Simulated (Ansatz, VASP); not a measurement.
**TiAl3 in VASP and in Ansatz**

```xyz
8
Lattice="1.9078 -1.9078 -4.2770 1.9078 -1.9078 4.2770 -3.8155 -3.8155 0.0000" Properties=species:S:1:pos:R:3 pbc="T T T"
Ti    0.0005   -3.8158   -0.0006
Ti   -3.8159   -3.8157    0.0004
Al   -1.9072   -1.9086    0.0018
Al   -1.9078   -5.7230   -0.0015
Al   -0.0009   -1.9087    2.1387
Al   -1.9077   -3.8145   -2.1388
Al    0.0002   -1.9065   -2.1385
Al   -1.9079   -3.8161    2.1384
```

Change from the starting cell: all atoms moved at random, sigma 0.1 Å a component; relaxed back.

Alike in both runs: functional PBEsol; k mesh 8 × 8 × 6; occupations gaussian, width 0.15 eV; no spin polarisation.

Ansatz relaxed the structure, and its values are those at the end. VASP's run is a single point on that final structure, the one shown.

|  | VASP | Ansatz |
| --- | --- | --- |
| version | VASP 6.6.1 | Ansatz 0.2.0 |
| potentials or method | VASP PAW PBE potentials, release 64 (Ti_sv, Al), cutoff 520 eV | scalar-relativistic, plane waves, PAW |
| valence electrons in the cell | 42 | 42 |

```csv
,VASP,Ansatz,Ansatz less VASP
gap on the k mesh at the Fermi level (eV),none,none,-
pressure (GPa),0.1,0.0,-0.09
rms of the force components (eV/Å),0.003,0.003,0.0000
```

VASP's potentials were made for PBE, not for PBEsol. A gap of «none» marks a metal or a gap that the smearing closes. Ansatz's warnings: stress scf threshold loose.
